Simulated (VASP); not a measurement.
NaCd: single point with PBE

The system is NaCd.

```
Na Cd
1.0
     0.00000    3.17368    3.17368
     3.17368    0.00000    3.17368
     3.17368    3.17368    0.00000
Na Cd
1 1
Cartesian
  3.1737 3.1737 3.1737
  0.0000 0.0000 0.0000
```

The cell was generated, and may not be a known phase.

| Quantity | Value |
| --- | --- |
| Program | VASP 6.6.1 |
| Task | single point |
| Functional | PBE |
| Potentials or basis | VASP PAW PBE potentials, release 64 (Na_pv, Cd) |
| Cutoff | 520 eV |
| k mesh | 16 × 16 × 16 |
| Occupations | gaussian, width 0.1 eV |
| Spin | no spin polarisation |

```
Pressure               : 0.0 GPa
Band gap on the k mesh : zero (an odd number of electrons rules out a gap without spin polarisation)
```

Levels at points of the mesh, in eV from the Fermi level:
| k point | band 6 | band 7 | band 8 | band 9 | band 10 | band 11 | band 12 | band 13 |
| --- | --- | --- | --- | --- | --- | --- | --- | --- |
| (0.00, 0.00, 0.00) | -8.69 | -8.69 | -8.69 | -5.27 | 5.11 | 5.11 | 5.11 | 7.58 |
| (0.50, 0.00, 0.00) | -8.69 | -8.63 | -8.63 | -3.12 | -1.33 | 4.08 | 4.08 | 6.26 |
| (0.50, 0.50, 0.00) | -8.67 | -8.61 | -8.61 | -2.35 | -0.70 | 2.29 | 2.29 | 4.29 |

It took 51 s on 1 thread of Intel(R) Xeon(R) 6975P-C (Granite Rapids), on a shared host, peak memory 0.3 GiB.
